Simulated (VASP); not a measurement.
SiMo3, 8 atoms in the cell. It takes space group Pm-3n (No. 223, cubic). Conventional cell: a = 4.890 Å, b = 4.890 Å, c = 4.890 Å, α = 90.00°, β = 90.00°, γ = 90.00°. Si (site symmetry m-3) has 12 Mo at 2.73 Å within 3.6 Å. Within 3.2 Å of Mo (site symmetry -4m2) lie 10 Mo at 2.44 to 2.99 Å and 4 Si at 2.73 Å. 

| Quantity | Value |
| --- | --- |
| Program | VASP 6.6.1 |
| Task | relaxation of cell and atoms |
| Functional | PBEsol |
| Potentials or basis | VASP PAW PBE potentials, release 64 (Si, Mo_sv) |
| Cutoff | 600 eV |
| k mesh | 8 × 8 × 8 |
| Occupations | gaussian, width 0.1 eV |
| Spin | no spin polarisation |
| Dipole correction | no |
| Further INCAR settings | ALGO = Fast; EDIFF = 1e-06; IBRION = 2; EDIFFG = -0.005; NSW = 100; ISIF = 3 |

Potentials or basis: VASP PAW PBE potentials, release 64 (Si, Mo_sv).

Command:

```bash
$ cat potpaw_PBE.64/Si/POTCAR potpaw_PBE.64/Mo_sv/POTCAR > POTCAR
$ mpirun -np 1 vasp_std > vasp.out
```

Hardware: 1 thread of Intel(R) Xeon(R) 6975P-C (Granite Rapids), with other jobs on the host.

**Question.** How long does it take, and how much memory?

**Answer.** It took 6.2 min on 1 thread of Intel(R) Xeon(R) 6975P-C (Granite Rapids), on a shared host, peak memory 0.38 GiB. Counts: scf iterations 51, k points 35, ion steps 4.
